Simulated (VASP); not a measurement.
Wanted: the native input for a VASP 6.6.1 run.

```
Task                   : single point
Functional             : r2SCAN
Potentials or basis    : VASP PAW PBE potentials, release 64 (Pb_d, Se)
Cutoff                 : 520 eV
k mesh                 : 8 × 8 × 8
Occupations            : fermi-dirac, width 0.02 eV
Spin                   : non-collinear spin, zero start, spin-orbit coupling
Starting moments       : [[0.0, 0.0, 0.0], [0.0, 0.0, 0.0]] μB
Dipole correction      : no
Further INCAR settings : ALGO = Normal; EDIFF = 1e-06; NBANDS = 32
```

Crystal: PbSe.

```
Pb Se
1.0
     0.00000    2.99604    3.10650
     2.99604    0.00000    3.10650
     2.99604    2.99604    0.00000
Pb Se
1 1
Direct
  0.00000 0.00000 0.00000
  0.50000 0.50000 0.50000
```

This cell differs from its parent crystal: epitaxial xy strain -3.0%.

One way to write it, as run:

POSCAR

```
PbSe
1.0
    0.0000000000      2.9960411529      3.1064987813
    2.9960411529      0.0000000000      3.1064987813
    2.9960411529      2.9960411529      0.0000000000
Pb Se
1 1
Direct
    0.0000000000      0.0000000000      0.0000000000
    0.5000000000      0.5000000000      0.5000000000
```

INCAR.step1

```
  ALGO = Normal
  EDIFF = 1E-4
  ENCUT = 520
  GGA = PE
  GGA_COMPAT = F
  ISMEAR = -1
  LASPH = T
  LCHARG = F
  LNONCOLLINEAR = T
  LREAL = F
  LSORBIT = T
  LWAVE = T
  MAGMOM = 0 0 0 0 0 0
  NBANDS = 32
  NELM = 150
  PREC = Accurate
  SIGMA = 0.02
```

INCAR.step2

```
  ALGO = Normal
  EDIFF = 1E-6
  ENCUT = 520
  GGA_COMPAT = F
  ISIF = 2
  ISMEAR = -1
  ISTART = 1
  LASPH = T
  LCHARG = F
  LMIXTAU = T
  LNONCOLLINEAR = T
  LORBIT = 11
  LORBMOM = T
  LREAL = F
  LSORBIT = T
  LWAVE = F
  MAGMOM = 0 0 0 0 0 0
  METAGGA = R2SCAN
  NBANDS = 32
  NELM = 150
  PREC = Accurate
  SIGMA = 0.02
```

KPOINTS

```
k-points
0
Gamma
  8 8 8
```

Potentials or basis: VASP PAW PBE potentials, release 64 (Pb_d, Se).

Command:

```bash
$ cat potpaw_PBE.64/Pb_d/POTCAR potpaw_PBE.64/Se/POTCAR > POTCAR
$ cp INCAR.step1 INCAR
$ mpirun -np 1 vasp_ncl > vasp.out
$ cp INCAR.step2 INCAR
$ mpirun -np 1 vasp_ncl > vasp.out
```

It gave:

| Quantity | Value |
| --- | --- |
| Pressure | 3.1 GPa |
| Net moment | 0.00 μB per cell |
| Valence electrons inside the program's atomic spheres | Pb 11.86; Se 3.88 |

Caveat: the cell differs from its parent crystal (epitaxial xy strain -3.0%); the cell stands under pressure; the PAW data sets were made with another functional, which shifts forces and pressure a little.

Run time: 16 min on 1 thread of Intel Xeon 8259CL (shared host), peak memory 0.46 GiB.
